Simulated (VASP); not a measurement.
# BaTiO3 (P4mm) in VASP: settings compared, part 2 of 2

VASP 6.6.1. Earlier steps stand in the parts before.

### Step 5. Relaxation of cell and atoms, PBE, target pressure 10 GPa, at which the enthalpy is minimised

This run uses another cell than the first one, of 12.86 Å³/atom, 0.962 times its volume.

Input file INCAR:

```
SYSTEM = BaTiO3
PREC = Accurate
ENCUT = 600
EDIFF = 1E-6
ISMEAR = -1
SIGMA = 0.05
LREAL = .FALSE.
LASPH = .TRUE.
NELM = 60
ALGO = Normal
ISIF = 3
LWAVE = .FALSE.
LCHARG = .FALSE.
GGA = PE
IBRION = 2
NSW = 60
EDIFFG = -0.01
PSTRESS = 100.0
```

Input file KPOINTS:

```
regular mesh
0
G
  7 7 7
  0 0 0
```

Input file POSCAR:

```
BaTiO3
1.0
    3.9998000000      0.0000000000      0.0000000000
    0.0000000000      3.9998000000      0.0000000000
    0.0000000000      0.0000000000      4.0180000000
Ba Ti O
1 1 3
Direct
    0.0000000000      0.0000000000      0.0000000000
    0.5000000000      0.5000000000      0.4900000000
    0.0000000000      0.5000000000      0.5170000000
    0.5000000000      0.0000000000      0.5170000000
    0.5000000000      0.5000000000      0.0190000000
```

Potentials or basis: VASP PAW PBE potentials, release 64 (Ba_sv, Ti_sv, O).

On the command line:

```sh
cat potpaw_PBE.64/Ba_sv/POTCAR potpaw_PBE.64/Ti_sv/POTCAR potpaw_PBE.64/O/POTCAR > POTCAR
mpirun -np 1 vasp_std > vasp.out
```

It took 5.5 min on 1 thread of Intel Xeon 6975P-C, shared host; peak memory 0.25 GiB.

Results (log left out):

```yaml
Free_energy: -39.9054 eV
Relaxed_volume: 12.46 Å³/atom
Relaxed_cell: a = 3.951 Å, b = 3.951 Å, c = 3.989 Å, α = 90.00°, β = 90.00°, γ = 90.00°
Space_group_after_relaxing_to_0.05_Å: P4mm (No. 99)
Energy_change_on_relaxing_the_enthalpy_is_what_falls: +16.7 meV/atom
Ionic_steps: 17
Pressure_after_relaxing: 10.0 GPa
Largest_force_after_relaxing: 0.009 eV/Å
Band_gap_on_the_k_mesh: 1.93 eV, indirect (least direct gap 2.10 eV)
```

Forces in eV/Å, atoms in the order of the input:
```
Ba   0.000  0.000  0.000
Ti   0.000  0.000  0.009
O    0.000  0.000 -0.006
O    0.000  0.000 -0.006
O    0.000  0.000  0.004
```

Stress tensor (GPa, compression positive):
```
10.07  0.00  0.00
 0.00 10.07  0.00
 0.00  0.00  9.97
```

The path:
| step | energy change (eV) | largest force (eV/Å) | pressure (GPa) | volume (Å³) |
| --- | --- | --- | --- | --- |
| 1 | 0.0000 | 0.2773 | 4.06 | 64.28 |
| 2 | 0.2965 | 0.4174 | 18.86 | 59.95 |
| 3 | 0.0824 | 0.0841 | 10.02 | 62.33 |
| 4 | 0.0848 | 0.0843 | 10.10 | 62.30 |
| 5 | 0.0839 | 0.0553 | 10.12 | 62.29 |
| 6 | 0.0838 | 0.0404 | 10.12 | 62.29 |
| 7 | 0.0787 | 0.0185 | 9.91 | 62.37 |
| 8 | 0.0762 | 0.0092 | 9.78 | 62.41 |
| 9 | 0.0777 | 0.0139 | 9.80 | 62.39 |
| 10 | 0.0781 | 0.0160 | 9.84 | 62.38 |
| 11 | 0.0827 | 0.0294 | 10.08 | 62.31 |
| 12 | 0.0812 | 0.0208 | 10.03 | 62.33 |
| 13 | 0.0808 | 0.0187 | 9.99 | 62.34 |
| 14 | 0.0810 | 0.0196 | 9.98 | 62.33 |
| 15 | 0.0811 | 0.0203 | 9.99 | 62.33 |
| 16 | 0.0819 | 0.0121 | 10.02 | 62.32 |
| 17 | 0.0837 | 0.0090 | 10.04 | 62.29 |

Final structure:
```
Ba Ti O
1.0
     3.95144    0.00000    0.00000
     0.00000    3.95144    0.00000
     0.00000    0.00000    3.98940
Ba Ti O
1 1 3
Direct
  0.00000 0.00000 0.00314
  0.50000 0.50000 0.49058
  0.00000 0.50000 0.51458
  0.50000 0.00000 0.51458
  0.50000 0.50000 0.02011
```

Levels at points of the mesh, in eV from the valence-band top:
| k point | band 18 | band 19 | band 20 | band 21 | band 22 | band 23 |
| --- | --- | --- | --- | --- | --- | --- |
| (0.00, 0.00, 0.00) | -0.19 | -0.17 | -0.17 | 1.93 | 2.13 | 2.13 |

Caveat: the cell is relaxed towards a set pressure, so the enthalpy falls and the energy may rise; spin-orbit coupling is left out, which moves the levels of the heavy elements. A k mesh can miss the band edges.

### Step 6. Relaxation of cell and atoms, PBE, target pressure 20 GPa, at which the enthalpy is minimised

This run uses another cell than the first one, of 12.86 Å³/atom, 0.962 times its volume.

Input file INCAR:

```
SYSTEM = BaTiO3
PREC = Accurate ; ENCUT = 600
EDIFF = 1E-6 ; ISMEAR = -1
SIGMA = 0.05 ; LREAL = .FALSE.
LASPH = .TRUE. ; NELM = 100
ALGO = Normal ; ISIF = 3
LWAVE = .FALSE. ; LCHARG = .FALSE.
GGA = PE ; IBRION = 2
NSW = 60 ; EDIFFG = -0.01
PSTRESS = 200.0
```

KPOINTS is that of step 5.

POSCAR is that of step 5.

Potentials or basis: VASP PAW PBE potentials, release 64 (Ba_sv, Ti_sv, O).

On the command line:

```sh
cat potpaw_PBE.64/Ba_sv/POTCAR potpaw_PBE.64/Ti_sv/POTCAR potpaw_PBE.64/O/POTCAR > POTCAR
mpirun -np 1 vasp_std > vasp.out
```

Wall time 9 min (1 thread of Intel Xeon 6975P-C, shared host); peak memory 0.26 GiB.

It converged, with:

| Item | Value |
| --- | --- |
| Free energy | -39.6364 eV |
| Relaxed volume | 11.87 Å³/atom |
| Relaxed cell | a = 3.901 Å, b = 3.901 Å, c = 3.901 Å, α = 90.00°, β = 90.00°, γ = 90.00° |
| Space group after relaxing (to 0.05 Å) | Pm-3m (No. 221) |
| Energy change on relaxing (the enthalpy is what falls) | +70.5 meV/atom |
| Ionic steps | 27 |
| Pressure after relaxing | 20.0 GPa |
| Largest force after relaxing | 0.006 eV/Å |
| Band gap on the k mesh | 1.96 eV, direct |

Forces in eV/Å, atoms in the order of the input:
```
Ba   0.000  0.000 -0.006
Ti   0.000  0.000  0.005
O    0.000  0.000 -0.003
O    0.000  0.000 -0.003
O    0.000  0.000  0.006
```

The path:
```tsv
step	energy change (eV)	largest force (eV/Å)	pressure (GPa)	volume (Å³)
1	0.0000	0.2773	4.06	64.28
2	1.8224	1.5958	56.27	53.10
3	0.3155	0.2907	19.34	59.76
4	0.3311	0.3098	19.88	59.63
5	0.3424	0.3236	20.26	59.54
6	0.3524	0.1270	20.37	59.42
7	0.3588	0.1039	20.46	59.36
8	0.3269	0.0699	19.38	59.59
9	0.3107	0.0658	18.81	59.71
10	0.3298	0.0773	19.39	59.55
11	0.3466	0.0860	19.93	59.41
12	0.3515	0.0723	20.05	59.37
13	0.3658	0.0373	20.52	59.25
14	0.3629	0.0428	20.46	59.27
15	0.3534	0.0299	20.20	59.35
16	0.3438	0.0170	19.88	59.42
17	0.3454	0.0179	19.84	59.41
18	0.3494	0.0228	19.93	59.38
19	0.3492	0.0217	19.97	59.38
20	0.3489	0.0171	19.95	59.38
21	0.3488	0.0167	19.94	59.38
22	0.3522	0.0142	20.01	59.35
23	0.3623	0.0086	20.36	59.27
24	0.3590	0.0096	20.29	59.30
25	0.3584	0.0095	20.24	59.30
26	0.3565	0.0082	20.18	59.32
27	0.3527	0.0060	20.04	59.35
```

Final structure:
```cif
data_structure
_symmetry_space_group_name_H-M 'P 1'
_symmetry_Int_Tables_number 1
_cell_length_a 3.9005
_cell_length_b 3.9005
_cell_length_c 3.9008
_cell_angle_alpha 90.000
_cell_angle_beta 90.000
_cell_angle_gamma 90.000
_cell_volume 59.35
loop_
_atom_site_label
_atom_site_type_symbol
_atom_site_fract_x
_atom_site_fract_y
_atom_site_fract_z
_atom_site_occupancy
Ba1 Ba 0.00000 0.00000 0.00866 1
Ti1 Ti 0.50000 0.50000 0.50825 1
O1 O 0.00000 0.50000 0.50873 1
O2 O 0.50000 0.00000 0.50873 1
O3 O 0.50000 0.50000 0.00862 1
```

Levels at points of the mesh, in eV from the valence-band top:
| k point | band 16 | band 17 | band 18 | band 19 | band 20 | band 21 | band 22 | band 23 | band 24 |
| --- | --- | --- | --- | --- | --- | --- | --- | --- | --- |
| (0.00, 0.00, 0.00) | -1.16 | -1.16 | 0.00 | 0.00 | 0.00 | 1.96 | 1.96 | 1.96 | 4.51 |

Caveat: the cell is relaxed towards a set pressure, so the enthalpy falls and the energy may rise; spin-orbit coupling is left out, which moves the levels of the heavy elements. A k mesh can miss the band edges.

### Step 7. The runs side by side

| task | level | potentials or basis | cell | k mesh | cutoff (eV) | second run | gap on the mesh (eV) | pressure (GPa) | largest force (eV/Å) |
| --- | --- | --- | --- | --- | --- | --- | --- | --- | --- |
| single point | revPBE+D4 | VASP PAW PBE potentials, release 64 (Ba_sv, Ti_sv, O) | a = 4.052, b = 4.052, c = 4.071 Å, 5 atoms | 7 × 7 × 7 | 520 | - | 1.81 | -4.1 | 0.54 |
| single point | revPBE+D4 | VASP PAW PBE potentials, release 64 (Ba_sv, Ti_sv, O) | a = 4.078, b = 4.078, c = 4.097 Å, 5 atoms | 7 × 7 × 7 | 520 | - | 1.77 | -6.7 | 0.65 |
| single point | PBE | VASP PAW PBE potentials, release 64 (Ba_sv, Ti_sv, O_h) | a = 4.000, b = 4.000, c = 4.018 Å, 5 atoms | 2 × 2 × 2 | 910 | hard_potentials | 1.50 | 6.0 | 2.11 |
| relaxation of cell and atoms | PBE | VASP PAW PBE potentials, release 64 (Ba_sv, Ti_sv, O) | relaxed to 10 GPa from a = 4.000, b = 4.000, c = 4.018 Å, 5 atoms | 7 × 7 × 7 | 600 | - | 1.93 | 10.0 | 0.01 |
| relaxation of cell and atoms | PBE | VASP PAW PBE potentials, release 64 (Ba_sv, Ti_sv, O) | relaxed to 20 GPa from a = 4.000, b = 4.000, c = 4.018 Å, 5 atoms | 7 × 7 × 7 | 600 | - | 1.96 | 20.0 | 0.01 |

Alike in all rows: no spin polarisation; smearing fermi-dirac 0.05 eV.

Caveats: some runs use coarse meshes; spin-orbit coupling is left out, which moves the levels of the heavy elements; the PAW data sets were made with another functional, which shifts forces and pressure a little (some runs); the cell is relaxed towards a set pressure, so the enthalpy falls and the energy may rise (some runs); the cutoff is under 1.25 times the usual one of these potentials, so pressure, stress and relaxed cells hold a basis-set (Pulay) error (some runs); forces of over 1 eV/Å act on the atoms, so gaps and moduli don't describe the material at rest (some runs).

Total energies depend on the potentials used, so only differences within one code and one set of settings carry meaning.
